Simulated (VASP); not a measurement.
# Mg3Zr (Pm-3m) in VASP: notebook

The runs below take Mg3Zr through single point, with LDA.

Program: VASP 6.6.1. These are calculated values, not measurements. Logs are shortened: lines on timing, memory, paths and dates and some standing lists are left out, and cuts for length are marked.

## Step 1: The cell of the first run

It takes space group Pm-3m (No. 221, cubic). Conventional cell: a = 4.405 Å, b = 4.405 Å, c = 4.405 Å, α = 90.00°, β = 90.00°, γ = 90.00°. Mg (site symmetry 4/mmm) has 8 Mg at 3.11 Å and 4 Zr at 3.11 Å within 4.1 Å. Within 4.1 Å of Zr (site symmetry m-3m) lie 12 Mg at 3.11 Å.

## Step 2: Single point, LDA

File INCAR:

```
SYSTEM = Mg3Zr
PREC = Accurate
ENCUT = 520
EDIFF = 1E-6
ISMEAR = 0
SIGMA = 0.1
LREAL = .FALSE.
LASPH = .TRUE.
NELM = 60
ALGO = Normal
ISIF = 2
LWAVE = .FALSE.
LCHARG = .TRUE.
GGA = CA
LELF = .TRUE.
LVHAR = .TRUE.
NBANDS = 17
```

File KPOINTS:

```
Automatic mesh
0
G
  5 5 5
  0 0 0
```

File POSCAR:

```
Mg3Zr
1.0
    4.4048737813      0.0000000000      0.0000000000
    0.0000000000      4.4048737813      0.0000000000
    0.0000000000      0.0000000000      4.4048737813
Mg Zr
3 1
Direct
    0.5000000000      0.5000000000      0.0000000000
    0.5000000000      0.0000000000      0.5000000000
    0.0000000000      0.5000000000      0.5000000000
    0.0000000000      0.0000000000      0.0000000000
```

Potentials or basis: VASP PAW LDA potentials, release 64 (Mg, Zr_sv).

On the command line:

```
$ cat potpaw_LDA.64/Mg/POTCAR potpaw_LDA.64/Zr_sv/POTCAR > POTCAR
$ mpirun -np 1 vasp_std > vasp.out
```

OUTCAR:

```text
SYSTEM = Mg3Zr
   PREC = Accurate
   ENCUT = 520
   EDIFF = 1E-6
   ISMEAR = 0
   LREAL = .FALSE.
   LASPH = .TRUE.
   NELM = 60
   ISIF = 2
   GGA = CA

 ion  position               nearest neighbor table
   1  0.500  0.500  0.000-   2 3.11   3 3.11   4 3.11   2 3.11   3 3.11   2 3.11   4 3.11   2 3.11
                             3 3.11   4 3.11   3 3.11   4 3.11
   2  0.500  0.000  0.500-   1 3.11   3 3.11   4 3.11   1 3.11   4 3.11   1 3.11   3 3.11   1 3.11
                             3 3.11   4 3.11   4 3.11   3 3.11
   3  0.000  0.500  0.500-   1 3.11   2 3.11   4 3.11   1 3.11   4 3.11   2 3.11   4 3.11   4 3.11
                             1 3.11   2 3.11   1 3.11   2 3.11
   4  0.000  0.000  0.000-   1 3.11   2 3.11   3 3.11   2 3.11   3 3.11   1 3.11   3 3.11   3 3.11
                             1 3.11   2 3.11   2 3.11   1 3.11

  LATTYP: Found a simple cubic cell.
 ALAT       =     4.4048737813

  Lattice vectors:

 A1 = (   4.4048737813,   0.0000000000,   0.0000000000)
 A2 = (   0.0000000000,   4.4048737813,   0.0000000000)
 A3 = (   0.0000000000,   0.0000000000,   4.4048737813)

Analysis of symmetry for initial positions (statically):
=====================================================================
 Subroutine PRICEL returns:
 Original cell was already a primitive cell.

 Routine SETGRP: Setting up the symmetry group for a
 simple cubic supercell.

 Subroutine GETGRP returns: Found 48 space group operations
 (whereof 48 operations were pure point group operations)
 out of a pool of 48 trial point group operations.

The static configuration has the point symmetry O_h .

Analysis of symmetry for dynamics (positions and initial velocities):
=====================================================================
 Subroutine PRICEL returns:
 Original cell was already a primitive cell.

 Routine SETGRP: Setting up the symmetry group for a
 simple cubic supercell.

 Subroutine GETGRP returns: Found 48 space group operations
 (whereof 48 operations were pure point group operations)
 out of a pool of 48 trial point group operations.

The dynamic configuration has the point symmetry O_h .

 Subroutine INISYM returns: Found 48 space group operations
 (whereof 48 operations are pure point group operations),
 and found     1 'primitive' translations

----------------------------------------------------------------------------------------

                                     Primitive cell

  volume of cell :      85.4674

  direct lattice vectors                    reciprocal lattice vectors
     4.404873781  0.000000000  0.000000000     0.227021261  0.000000000  0.000000000
     0.000000000  4.404873781  0.000000000     0.000000000  0.227021261  0.000000000
[... 75 lines left out ...]
   LREAL  =      F    real-space projection
[... 7 lines left out ...]
   TEBEG  =    0.0;   TEEND  =   0.0 temperature during run
   PSTRESS=    0.0 pullay stress
   NELECT =      18.0000    total number of electrons
   NUPDOWN=      -1.0000    fix difference up-down
   EMIN   =  10.00;   EMAX   =-10.00  energy-range for DOS
   EFERMI =   0.00;   METHOD = LEGACY
   ISMEAR =     0;   SIGMA  =   0.10  broadening in eV -4-tet -1-fermi 0-gaus
   EFERMI_NEDOS =   21; number of points for ismear=-14 and -15
   IALGO  =     38    algorithm
   IMIX   =      4    mixing-type and parameters
     AMIX     =   0.40;   BMIX     =  1.00
     AMIX_MAG =   1.60;   BMIX_MAG =  1.00
  volume/ion in A,a.u.               =      21.37       144.19
  Fermi-wavevector in a.u.,A,eV,Ry     =   0.974015  1.840621 12.907911  0.948705
  Thomas-Fermi vector in A             =   2.104441
   LORBIT       =      0    0 simple, 1 ext, 2 COOP (PROOUT), +10 PAW based schemes
   GGA     = CA    functional components
   LHFCALC =     F    Hartree Fock is set to
   AEXX    =    0.0000 exact exchange contribution
   IVDW    =     0    specifies the selected vdW correction
   LEPSILON=     F    determine dielectric tensor
   LRPA    =     F    only Hartree local field effects (RPA)
 non-spin polarized calculation
 Gauss-broadening in eV      SIGMA  =   0.10
  energy-cutoff  :      520.00
  volume of cell :       85.47
 maximum number of plane-waves:      2325
 NGX is ok and might be reduce to    36
   NGX = 17   NGY = 17   NGZ = 17

 number of electron      18.0000000 magnetization

 Free energy of the ion-electron system (eV)
  ---------------------------------------------------
  ext. energy  EPLUGINS =         0.00000000
  ---------------------------------------------------
  free energy    TOTEN  =       -14.67270516 eV

  energy without entropy =      -14.64964799  energy(sigma->0) =      -14.66117658

 E-fermi :   4.1256     XC(G=0):  -9.6549

 val. band max:        4.0453526820   @ k =   0.4000   0.4000   0.2000
 cond. band min:       4.1887673636   @ k =   0.4000   0.2000   0.2000
 fundamental gap:      0.1434146815
 Fermi energy:         4.1255695288

 k-point     1 :       0.0000    0.0000    0.0000
  band No.  band energies     occupation
      1     -44.4731      2.00000
      2     -22.6453      2.00000
      3     -22.6453      2.00000
      4     -22.6453      2.00000
      5      -2.3698      2.00000
      6       2.8912      2.00000
[... 177 lines left out ...]
      4     -22.6605      2.00000
      5       1.0131      2.00000
      6       2.0059      2.00000
[... 9 lines left out ...]
     16       8.8678      0.00000
     17       9.1191      0.00000

------------------------ aborting loop because EDIFF is reached ----------------------------------------

  FORCE on cell =-STRESS in cart. coord.  units (eV):
  Direction    XX          YY          ZZ          XY          YZ          ZX
  --------------------------------------------------------------------------------------
  -------------------------------------------------------------------------------------
  Total       -0.9628617     -0.9628617     -0.9628617      0.0000000      0.0000000      0.0000000
  in kB      -18.0498698    -18.0498698    -18.0498698      0.0000000      0.0000000      0.0000000
  external PRESSURE =     -18.0498698 kB  Pullay stress =       0.0000000 kB

 VOLUME and BASIS-vectors are now :
 -----------------------------------------------------------------------------
  energy-cutoff  :      520.00
  volume of cell :       85.47
      direct lattice vectors                 reciprocal lattice vectors
     4.404873781  0.000000000  0.000000000     0.227021261  0.000000000  0.000000000
     0.000000000  4.404873781  0.000000000     0.000000000  0.227021261  0.000000000
     0.000000000  0.000000000  4.404873781     0.000000000  0.000000000  0.227021261

 POSITION                                       TOTAL-FORCE (eV/Angst)
 -----------------------------------------------------------------------------------
      2.20244      2.20244      0.00000         0.000000      0.000000      0.000000
      2.20244      0.00000      2.20244         0.000000      0.000000      0.000000
      0.00000      2.20244      2.20244         0.000000      0.000000      0.000000
      0.00000      0.00000      0.00000         0.000000      0.000000      0.000000
 -----------------------------------------------------------------------------------
    total drift:                                0.000000     -0.000000     -0.000000

  FREE ENERGIE OF THE ION-ELECTRON SYSTEM (eV)
  ---------------------------------------------------
  free  energy   TOTEN  =       -14.6727051577 eV

  energy  without entropy=      -14.6496479943  energy(sigma->0) =      -14.66117658
```

Wall time 26 s (1 thread of Intel Xeon 8259CL, shared host); peak memory 0.17 GiB.

Results:

```yaml
Free_energy: -14.6727 eV
Pressure: -1.8 GPa
Band_gap_on_the_k_mesh: zero (bands 9 and 10 overlap by 1.31 eV)
```

## Step 3: Single point, LDA

This run uses another cell than the first one, of 22.46 Å³/atom.

File INCAR:

```
ALGO     = Normal         # electronic algorithm
EDIFF    = 1E-6           # SCF threshold, eV
ENCUT    = 520            # plane-wave cutoff, eV
GGA      = CA             # functional
ISIF     = 2              # what is computed and relaxed
ISMEAR   = 0              # smearing method
LASPH    = T              # aspherical terms in the spheres
LCHARG   = F              # write CHGCAR
LREAL    = F              # projectors in reciprocal space
LWAVE    = F              # write WAVECAR
NBANDS   = 17             # bands
NELM     = 80             # most SCF steps
PREC     = Accurate       # precision mode
SIGMA    = 0.1            # smearing width, eV
```

File KPOINTS:

```
k-points
0
Gamma
  5 5 5
```

File POSCAR:

```
Mg3Zr
1.0
    4.4789191030      0.0000000000      0.0000000000
    0.0000000000      4.4789191030      0.0000000000
    0.0000000000      0.0000000000      4.4789191030
Mg Zr
3 1
Direct
    0.5000000000      0.5000000000      0.0000000000
    0.5000000000      0.0000000000      0.5000000000
    0.0000000000      0.5000000000      0.5000000000
    0.0000000000      0.0000000000      0.0000000000
```

Potentials or basis: VASP PAW LDA potentials, release 64 (Mg, Zr_sv).

On the command line:

```
$ cat potpaw_LDA.64/Mg/POTCAR potpaw_LDA.64/Zr_sv/POTCAR > POTCAR
$ mpirun -np 1 vasp_std > vasp.out
```

OUTCAR:

```text
EDIFF = 1E-6
   ENCUT = 520
   GGA = CA
   ISIF = 2
   ISMEAR = 0
   LASPH = T
   LREAL = F
   NELM = 80
   PREC = Accurate

 ion  position               nearest neighbor table
   1  0.500  0.500  0.000-   2 3.17   3 3.17   4 3.17   2 3.17   3 3.17   2 3.17   4 3.17   2 3.17
                             3 3.17   4 3.17   3 3.17   4 3.17
   2  0.500  0.000  0.500-   1 3.17   3 3.17   4 3.17   1 3.17   4 3.17   1 3.17   3 3.17   1 3.17
                             3 3.17   4 3.17   4 3.17   3 3.17
   3  0.000  0.500  0.500-   1 3.17   2 3.17   4 3.17   1 3.17   4 3.17   2 3.17   4 3.17   4 3.17
                             1 3.17   2 3.17   1 3.17   2 3.17
   4  0.000  0.000  0.000-   1 3.17   2 3.17   3 3.17   2 3.17   3 3.17   1 3.17   3 3.17   3 3.17
                             1 3.17   2 3.17   2 3.17   1 3.17

  LATTYP: Found a simple cubic cell.
 ALAT       =     4.4789191030

  Lattice vectors:

 A1 = (   4.4789191030,   0.0000000000,   0.0000000000)
 A2 = (   0.0000000000,   4.4789191030,   0.0000000000)
 A3 = (   0.0000000000,   0.0000000000,   4.4789191030)

Analysis of symmetry for initial positions (statically):
[... 163 lines left out ...]
 E-fermi :   3.8061     XC(G=0):  -9.4707

 val. band max:        3.7267017562   @ k =   0.4000   0.4000   0.2000
 cond. band min:       3.8637211090   @ k =   0.4000   0.2000   0.2000
 fundamental gap:      0.1370193528
 Fermi energy:         3.8060765205

 k-point     1 :       0.0000    0.0000    0.0000
  band No.  band energies     occupation
      1     -44.9259      2.00000
      2     -23.0831      2.00000
      3     -23.0831      2.00000
      4     -23.0831      2.00000
      5      -2.5221      2.00000
      6       2.6356      2.00000
[... 177 lines left out ...]
      4     -23.0952      2.00000
      5       0.7709      2.00000
      6       1.7356      2.00000
[... 9 lines left out ...]
     16       8.2616      0.00000
     17       8.5318      0.00000

------------------------ aborting loop because EDIFF is reached ----------------------------------------

  FORCE on cell =-STRESS in cart. coord.  units (eV):
  Direction    XX          YY          ZZ          XY          YZ          ZX
  --------------------------------------------------------------------------------------
  -------------------------------------------------------------------------------------
  Total       -2.4141110     -2.4141110     -2.4141110      0.0000000      0.0000000      0.0000000
  in kB      -43.0475226    -43.0475226    -43.0475226      0.0000000      0.0000000      0.0000000
  external PRESSURE =     -43.0475226 kB  Pullay stress =       0.0000000 kB

 VOLUME and BASIS-vectors are now :
 -----------------------------------------------------------------------------
  energy-cutoff  :      520.00
  volume of cell :       89.85
      direct lattice vectors                 reciprocal lattice vectors
     4.478919103  0.000000000  0.000000000     0.223268154  0.000000000  0.000000000
     0.000000000  4.478919103  0.000000000     0.000000000  0.223268154  0.000000000
     0.000000000  0.000000000  4.478919103     0.000000000  0.000000000  0.223268154

 POSITION                                       TOTAL-FORCE (eV/Angst)
 -----------------------------------------------------------------------------------
      2.23946      2.23946      0.00000         0.000000      0.000000      0.000000
      2.23946      0.00000      2.23946         0.000000      0.000000      0.000000
      0.00000      2.23946      2.23946         0.000000      0.000000      0.000000
      0.00000      0.00000      0.00000         0.000000      0.000000      0.000000
 -----------------------------------------------------------------------------------
    total drift:                                0.000000     -0.000000     -0.000000

  FREE ENERGIE OF THE ION-ELECTRON SYSTEM (eV)
  ---------------------------------------------------
  free  energy   TOTEN  =       -14.5882681305 eV

  energy  without entropy=      -14.5644629912  energy(sigma->0) =      -14.57636556
```

stdout:

```text
POSCAR found type information on POSCAR MgZr
 POSCAR found :  2 types and       4 ions
 scaLAPACK will be used
 LDA part: xc-table for (Slater(with rela. corr.)+CA(PZ))
 , standard interpolation
 POSCAR, INCAR and KPOINTS ok, starting setup
 FFT: planning ... GRIDC
 FFT: planning ... GRID_SOFT
 FFT: planning ... GRID
 WAVECAR not read
 entering main loop
```

Run time: 24 s. Hardware: 1 thread of Intel Xeon 8259CL, shared host; peak memory 0.17 GiB.

What came out:

```yaml
Free_energy: -14.5883 eV
Pressure: -4.3 GPa
Band_gap_on_the_k_mesh: zero (bands 9 and 10 overlap by 1.26 eV)
```

Levels at points of the mesh, in eV from the Fermi level:
| k point | band 4 | band 5 | band 6 | band 7 | band 8 | band 9 | band 10 | band 11 | band 12 | band 13 |
| --- | --- | --- | --- | --- | --- | --- | --- | --- | --- | --- |
| (0.00, 0.00, 0.00) | -26.89 | -6.33 | -1.17 | -1.17 | 0.78 | 0.78 | 0.78 | 1.03 | 1.03 | 1.03 |

Caveat: the cell stands under tension.

(Continued in part 2 of 2.)
